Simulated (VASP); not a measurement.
# Os (Fm-3m) in VASP: a series of runs, part 2 of 2

VASP 6.6.1.

## Step 3: Relaxation of cell and atoms, LDA

The input, INCAR:

```
SYSTEM = Os
PREC = Accurate
ENCUT = 600
EDIFF = 1E-6
ISMEAR = 1
SIGMA = 0.05
LREAL = .FALSE.
LASPH = .TRUE.
NELM = 60
ALGO = Normal
ISIF = 3
LWAVE = .FALSE.
LCHARG = .FALSE.
GGA = CA
IBRION = 2
NSW = 60
EDIFFG = -0.01
```

The input, KPOINTS:

```
regular mesh
0
G
  8 8 8
  0 0 0
```

The input, POSCAR:

```
Os
1.0
    0.0000000000      1.9010192649      1.9010192649
    1.9010192649      0.0000000000      1.9010192649
    1.9010192649      1.9010192649      0.0000000000
Os
1
Direct
    0.0000000000      0.0000000000      0.0000000000
```

Potentials or basis: VASP PAW LDA potentials, release 64 (Os).

The run is started by

```
> cat potpaw_LDA.64/Os/POTCAR > POTCAR
> mpirun -np 1 vasp_std > vasp.out
```

OUTCAR:

```text
SYSTEM = Os
   PREC = Accurate
   ENCUT = 600
   EDIFF = 1E-6
   ISMEAR = 1
   LREAL = .FALSE.
   LASPH = .TRUE.
   NELM = 60
   ISIF = 3
   GGA = CA
   IBRION = 2
   NSW = 60
   EDIFFG = -0.01

 ion  position               nearest neighbor table
   1  0.000  0.000  0.000-

  LATTYP: Found a face centered cubic cell.
 ALAT       =     3.8020385298

  Lattice vectors:

 A1 = (   0.0000000000,   1.9010192649,   1.9010192649)
 A2 = (   1.9010192649,   0.0000000000,   1.9010192649)
 A3 = (   1.9010192649,   1.9010192649,   0.0000000000)

Analysis of symmetry for initial positions (statically):
=====================================================================
 Subroutine PRICEL returns:
 Original cell was already a primitive cell.

 Routine SETGRP: Setting up the symmetry group for a
 face centered cubic supercell.

 Subroutine GETGRP returns: Found 48 space group operations
 (whereof 48 operations were pure point group operations)
 out of a pool of 48 trial point group operations.

The static configuration has the point symmetry O_h .

Analysis of symmetry for dynamics (positions and initial velocities):
=====================================================================
 Subroutine PRICEL returns:
 Original cell was already a primitive cell.

 Routine SETGRP: Setting up the symmetry group for a
 face centered cubic supercell.

 Subroutine GETGRP returns: Found 48 space group operations
 (whereof 48 operations were pure point group operations)
 out of a pool of 48 trial point group operations.

The dynamic configuration has the point symmetry O_h .

 Subroutine INISYM returns: Found 48 space group operations
[... 119 lines left out ...]
   LORBIT       =      0    0 simple, 1 ext, 2 COOP (PROOUT), +10 PAW based schemes
   GGA     = CA    functional components
   LHFCALC =     F    Hartree Fock is set to
   AEXX    =    0.0000 exact exchange contribution
   IVDW    =     0    specifies the selected vdW correction
   LEPSILON=     F    determine dielectric tensor
   LRPA    =     F    only Hartree local field effects (RPA)
 conjugate gradient relaxation of ions
 non-spin polarized calculation
 Methfessel and Paxton  Order N= 1 SIGMA  =   0.05
  energy-cutoff  :      600.00
  volume of cell :       13.74
 maximum number of plane-waves:       471
 NGX is ok and might be reduce to    24
   NGX = 11   NGY = 11   NGZ = 11

--------------------------------------- Ionic step        1  -------------------------------------------

 number of electron       8.0000001 magnetization

 Free energy of the ion-electron system (eV)
  ---------------------------------------------------
  ext. energy  EPLUGINS =         0.00000000
  ---------------------------------------------------
  free energy    TOTEN  =       -12.52292992 eV

  energy without entropy =      -12.52247171  energy(sigma->0) =      -12.52277718

------------------------ aborting loop because EDIFF is reached ----------------------------------------

  FORCE on cell =-STRESS in cart. coord.  units (eV):
  Direction    XX          YY          ZZ          XY          YZ          ZX
  --------------------------------------------------------------------------------------
  -------------------------------------------------------------------------------------
  Total        0.0926472      0.0926472      0.0926472     -0.0000000      0.0000000     -0.0000000
  in kB       10.8032173     10.8032173     10.8032173     -0.0000000      0.0000000     -0.0000000
  external PRESSURE =      10.8032173 kB  Pullay stress =       0.0000000 kB
[... 57 lines left out ...]
--------------------------------------- Ionic step        3  -------------------------------------------

 number of electron       8.0000000 magnetization

 Free energy of the ion-electron system (eV)
  ---------------------------------------------------
  ext. energy  EPLUGINS =         0.00000000
  ---------------------------------------------------
  free energy    TOTEN  =       -12.52304048 eV

  energy without entropy =      -12.52255235  energy(sigma->0) =      -12.52287777

 E-fermi :   9.2979     XC(G=0): -14.2658

 val. band max:        9.2707304182   @ k =  -0.3750   0.3750   0.1250
 cond. band min:       9.3086548451   @ k =   0.3750   0.3750   0.0000
 fundamental gap:      0.0379244269
 Fermi energy:         9.2979358219

 k-point     1 :       0.0000    0.0000    0.0000
  band No.  band energies     occupation
      1      -1.3789      2.00000
      2       6.4277      2.00000
      3       6.4277      2.00000
      4       6.4277      2.00000
      5       9.5521     -0.00000
      6       9.5521     -0.00000
      7      23.8406      0.00000
      8      29.6850      0.00000
[... 243 lines left out ...]
 k-point    24 :      -0.3750    0.2500    0.1250
  band No.  band energies     occupation
      1       3.3303      2.00000
      2       4.7592      2.00000
      3       6.6706      2.00000
      4       7.8607      2.00000
      5      11.6217      0.00000
      6      16.1550      0.00000
      7      17.8631      0.00000
      8      26.2298      0.00000

 [... further k-points ...]
[... 5 lines left out ...]
  --------------------------------------------------------------------------------------
  -------------------------------------------------------------------------------------
  Total        0.0003456      0.0003456      0.0003456      0.0000000      0.0000000      0.0000000
  in kB        0.0402007      0.0402007      0.0402007      0.0000000      0.0000000      0.0000000
  external PRESSURE =       0.0402007 kB  Pullay stress =       0.0000000 kB
[... 16 lines left out ...]
  FREE ENERGIE OF THE ION-ELECTRON SYSTEM (eV)
  ---------------------------------------------------
  free  energy   TOTEN  =       -12.5230404843 eV

  energy  without entropy=      -12.5225523512  energy(sigma->0) =      -12.52287777

 reached required accuracy - stopping structural energy minimisation
```

OSZICAR:

```text
N       E                     dE             d eps       ncg     rms          rms(c)
DAV:   1     0.340181658408E+02    0.34018E+02   -0.47070E+03   472   0.104E+03
DAV:   2    -0.125167097670E+02   -0.46535E+02   -0.44634E+02   488   0.228E+02
DAV:   3    -0.133120156956E+02   -0.79531E+00   -0.78937E+00   576   0.301E+01
[... 19 lines left out ...]
DAV:   2    -0.125233601554E+02    0.32595E-02   -0.54401E-03   528   0.731E-01    0.353E-01
DAV:   3    -0.125229934619E+02    0.36669E-03   -0.14758E-03   552   0.366E-01    0.238E-02
DAV:   4    -0.125230150586E+02   -0.21597E-04   -0.87374E-06   512   0.254E-02    0.181E-02
DAV:   5    -0.125230403006E+02   -0.25242E-04   -0.23975E-05   544   0.358E-02    0.260E-03
DAV:   6    -0.125230404843E+02   -0.18373E-06   -0.82508E-08   280   0.359E-03
   3 F= -.12523040E+02 E0= -.12522878E+02  d E =-.110566E-03
```

CONTCAR:

```text
Os
   1.00000000000000
     0.0000000000000000    1.9025519268943065    1.9025519268943065
     1.9025519268943065    0.0000000000000000    1.9025519268943065
     1.9025519268943065    1.9025519268943065   -0.0000000000000000
  Os
     1
Direct
     0.0000000000000000    0.0000000000000000    0.0000000000000000

  0.00000000E+00  0.00000000E+00  0.00000000E+00
```

Run time: 3.6 s. Hardware: 1 thread of Intel Xeon 6975P-C (Granite Rapids), shared host; peak memory 0.13 GiB.

Results:

```
Free energy                            : -12.5230 eV
Relaxed volume                         : 13.77 Å³/atom
Relaxed cell                           : a = 2.691 Å, b = 2.691 Å, c = 2.691 Å, α = 60.00°, β = 60.00°, γ = 60.00°
Space group after relaxing (to 0.05 Å) : Fm-3m (No. 225)
Energy gained by relaxing              : 0.1 meV/atom
Ionic steps                            : 3
Pressure after relaxing                : 0.0 GPa
Band gap on the k mesh                 : zero (band 4 reaches 12.03 eV, above the bottom of band 5 at 8.55 eV)
```

Step by step:
```tsv
step	energy change (eV)	largest force (eV/Å)	pressure (GPa)	volume (Å³)
1	0.0000	0.0000	1.08	13.74
2	0.0022	0.0000	-4.71	13.93
3	-0.0001	0.0000	0.00	13.77
```

Final structure:
```
CELL_PARAMETERS angstrom
0.00000 1.90255 1.90255
1.90255 0.00000 1.90255
1.90255 1.90255 0.00000
ATOMIC_POSITIONS crystal
Os 0.00000 0.00000 0.00000
```

Caveat: spin-orbit coupling is left out, which moves the levels of the heavy elements.
